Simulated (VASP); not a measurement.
Al8N7 (a cell with a defect), 15 atoms in the cell. The cell holds a defect, 15 atoms: a = 5.672 Å, b = 5.672 Å, c = 5.672 Å, α = 60.00°, β = 60.00°, γ = 60.00°.  This cell differs from its parent crystal: atoms taken out, atom 9 moved 0.250 of the way to it and -0.125 Å across, host rigid.

```yaml
Program: VASP 6.6.1
Task: single point
Functional: LDA
Potentials_or_basis: VASP PAW LDA potentials, release 64 (Al, N)
Cutoff: 520 eV
k_mesh: 4 × 4 × 4
Occupations: gaussian, width 0.05 eV
Spin: no spin polarisation
Dipole_correction: no
Charge: 3
Further_INCAR_settings: LREAL = Auto; ALGO = Normal; EDIFF = 1e-06; NBANDS = 42; NELECT = 56.0
```

Potentials or basis: VASP PAW LDA potentials, release 64 (Al, N).

Command:

```sh
$ cat potpaw_LDA.64/Al/POTCAR potpaw_LDA.64/N/POTCAR > POTCAR
$ mpirun -np 1 vasp_std > vasp.out
```

Hardware: 1 thread of Intel(R) Xeon(R) Platinum 8488C (Sapphire Rapids), on a shared host.

Problem. Estimate the wall time of this run.

Solution. Run time: 3.7 min on 1 thread of Intel(R) Xeon(R) Platinum 8488C (Sapphire Rapids) (shared host), peak memory 0.24 GiB. Counts: scf iterations 16, k points 24.
